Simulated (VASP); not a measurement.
A run of VASP 6.6.1 is set up as follows.

The input INCAR:

```
SYSTEM = Pb
PREC = Accurate
ENCUT = 520
EDIFF = 1E-6
ISMEAR = 0
SIGMA = 0.012
LREAL = .False.
LASPH = .True.
NELM = 100
ALGO = Normal
ISIF = 2
LWAVE = .False.
LCHARG = .False.
GGA = PE
NBANDS = 13
```

Contents of KPOINTS:

```
regular mesh
0
Gamma
  9 9 9
  0 0 0
```

Contents of POSCAR:

```
Pb
1.0
    0.0000000000      2.4750200000      2.4750200000
    2.4750200000      0.0000000000      2.4750200000
    2.4750200000      2.4750200000      0.0000000000
Pb
1
Direct
    0.0000000000      0.0000000000      0.0000000000
```

Potentials or basis: VASP PAW PBE potentials, release 64 (Pb_d).

The run is started by

```console
$ cat potpaw_PBE.64/Pb_d/POTCAR > POTCAR
$ mpirun -np 1 vasp_std > vasp.out
```

Problem. Estimate the band gap on the k mesh.

Solution. Zero (band 7 reaches 14.70 eV, above the bottom of band 8 at 5.74 eV).

Problem. Estimate the pressure.

Solution. 2.2 GPa.

Caveat: spin-orbit coupling is left out, which moves the levels of the heavy elements.
